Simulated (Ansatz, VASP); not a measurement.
## One calculation of BaTiO3, two programs

File INCAR:

```
SYSTEM = BaTiO3
PREC = Accurate ; ENCUT = 520
EDIFF = 1E-6 ; ISMEAR = 0
SIGMA = 0.05 ; LREAL = .False.
LASPH = .True. ; NELM = 60
ALGO = Normal ; ISIF = 2
LWAVE = .False. ; LCHARG = .False.
GGA = PE ; NBANDS = 28
```

The input KPOINTS:

```
regular mesh
0
Gamma
  8 8 6
  0 0 0
```

Contents of POSCAR:

```
BaTiO3
1.0
    3.8657930515      0.0000000000      0.0000000000
    0.0000000000      3.8657930515      0.0000000000
    0.0000000000      0.0000000000      4.1387801373
Ba Ti O
1 1 3
Direct
    0.0000000000      0.0000000000      0.9863187693
    0.5000000000      0.5000000000      0.4690806688
    0.5000000000      0.5000000000      0.0378497747
    0.5000000000      0.0000000000      0.5173753936
    0.0000000000      0.5000000000      0.5173753936
```

Input for Ansatz:

```yaml
crystal:
  lattice:
    - [3.8657930515, 0.0, 0.0]
    - [0.0, 3.8657930515, 0.0]
    - [0.0, 0.0, 4.1387801373]
  atoms:
    - { symbol: Ba, position: [0.0, 0.0, 0.9863187693] }
    - { symbol: Ti, position: [0.5, 0.5, 0.4690806688] }
    - { symbol: O, position: [0.5, 0.5, 0.0378497747] }
    - { symbol: O, position: [0.5, 0.0, 0.5173753936] }
    - { symbol: O, position: [0.0, 0.5, 0.5173753936] }
basis:
  ecutwfc: 420
kpoints:
  mp_grid: { grid: [8, 8, 6] }
hamiltonian:
  xc: pbe
scf:
  occupations: { method: gaussian, width: 0.05 }
output:
  forces: true
  stress: true
  eigenvalues: true
```

Change from the starting cell: strain -0.030 along x and y, -0.015 along z, atoms carried along.

Alike in both runs: task single point; functional PBE; k mesh 8 × 8 × 6; occupations gaussian, width 0.05 eV; no spin polarisation.

|  | VASP | Ansatz |
| --- | --- | --- |
| version | VASP 6.6.1 | Ansatz 0.2.0 |
| potentials or method | VASP PAW PBE potentials, release 64 (Ba_sv, Ti_sv, O), cutoff 520 eV | scalar-relativistic, plane waves, PAW |
| valence electrons in the cell | 40 | 40 |

```csv
,VASP,Ansatz,Ansatz less VASP
gap on the k mesh at the Fermi level (eV),1.93,2.00,+0.064
least direct gap on the mesh (eV),2.53,2.56,+0.037
pressure (GPa),16.2,14.1,-2.11
"traceless stress, the component that is largest in VASP (GPa)",-2.75,-2.69,+0.057
rms of the force components (eV/Å),0.266,0.239,-0.0265
```

Atom by atom the forces differ by 0.033 eV/Å (rms over components).

Spin-orbit coupling is off throughout.
